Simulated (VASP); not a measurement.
Wanted: the native input for a VASP 6.6.1 run.

```yaml
Task: single point
Functional: LDA
Potentials_or_basis: VASP PAW LDA potentials, release 64 (Mg, O)
Cutoff: 520 eV
k_mesh: 10 × 10 × 10
Occupations: gaussian, width 0.01 eV
Spin: no spin polarisation
Dipole_correction: no
Further_INCAR_settings: ALGO = Normal; EDIFF = 1e-06; NBANDS = 11
```

The structure of MgO lies in POSCAR:

```
MgO
1.0
    2.0285805629      2.0285805629      0.0000000000
   -2.0285805629      2.0285805629      0.0000000000
    0.0000000000      2.0285805629      2.0285805629
Mg O
1 1
Direct
    0.0000000000      0.0000000000      0.0000000000
    0.5000000000      0.5000000000      0.0000000000
```

These files were run (other wordings do the same):

INCAR

```
PREC     = Accurate       # precision mode
ENCUT    = 520            # plane-wave cutoff, eV
EDIFF    = 1E-6           # SCF threshold, eV
ISMEAR   = 0              # smearing method
SIGMA    = 0.01           # smearing width, eV
LREAL    = False          # projectors in reciprocal space
LASPH    = True           # aspherical terms in the spheres
NELM     = 100            # most SCF steps
ALGO     = Normal         # electronic algorithm
ISIF     = 2              # what is computed and relaxed
LWAVE    = False          # write WAVECAR
LCHARG   = True           # write CHGCAR
LELF     = True           # ELF
LVHAR    = True         
NBANDS   = 11             # bands
```

KPOINTS

```
regular mesh
0
Gamma
  10 10 10
```

Potentials or basis: VASP PAW LDA potentials, release 64 (Mg, O).

Run with:

```bash
$ cat potpaw_LDA.64/Mg/POTCAR potpaw_LDA.64/O/POTCAR > POTCAR
$ mpirun -np 1 vasp_std > vasp.out
```

It gave:

```yaml
Pressure: 13.3 GPa
Band_gap_on_the_k_mesh: 5.83 eV, direct
```

It took 3.8 s on 1 thread of Intel Xeon 6975P-C (shared host), peak memory 0.13 GiB.
